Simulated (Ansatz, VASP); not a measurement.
## Ti in VASP and in Ansatz

Contents of INCAR:

```
  ALGO = Normal
  EDIFF = 1E-6
  ENCUT = 520
  GGA = PE
  ISIF = 2
  ISMEAR = 0
  LASPH = T
  LCHARG = T
  LELF = T
  LREAL = F
  LVHAR = T
  LWAVE = F
  NBANDS = 12
  NELM = 100
  PREC = Accurate
  SIGMA = 0.15
```

The input KPOINTS:

```
k-points
0
Gamma
  26 26 26
```

POSCAR

```
Ti
1.0
   -1.6277527636      1.6277527636      1.6277527636
    1.6277527636     -1.6277527636      1.6277527636
    1.6277527636      1.6277527636     -1.6277527636
Ti
1
Direct
    0.0000000000      0.0000000000      0.0000000000
```

Input for Ansatz:

```yaml
crystal:
  lattice:
    - [-1.6277527636, 1.6277527636, 1.6277527636]
    - [1.6277527636, -1.6277527636, 1.6277527636]
    - [1.6277527636, 1.6277527636, -1.6277527636]
  atoms:
    - { symbol: Ti, position: [0.0, 0.0, 0.0] }
basis:
  ecutwfc: 420
kpoints:
  mp_grid: { grid: [26, 26, 26] }
hamiltonian:
  xc: pbe
scf:
  occupations: { method: gaussian, width: 0.15 }
output:
  forces: true
  stress: true
  eigenvalues: true
```

Alike in both runs: task single point; functional PBE; k mesh 26 × 26 × 26; occupations gaussian, width 0.15 eV; no spin polarisation.

|  | VASP | Ansatz |
| --- | --- | --- |
| version | VASP 6.6.1 | Ansatz 0.2.0 |
| potentials or method | VASP PAW PBE potentials, release 64 (Ti_sv), cutoff 520 eV | scalar-relativistic, plane waves, PAW |
| valence electrons in the cell | 12 | 12 |

|  | VASP | Ansatz | Ansatz less VASP |
| --- | --- | --- | --- |
| gap on the k mesh at the Fermi level (eV) | none | none | - |
| pressure (GPa) | -0.2 | 0.1 | +0.25 |

A gap of «none» marks a metal or a gap that the smearing closes. With one functional, cell and mesh, what is left measures potentials, basis and numerics.
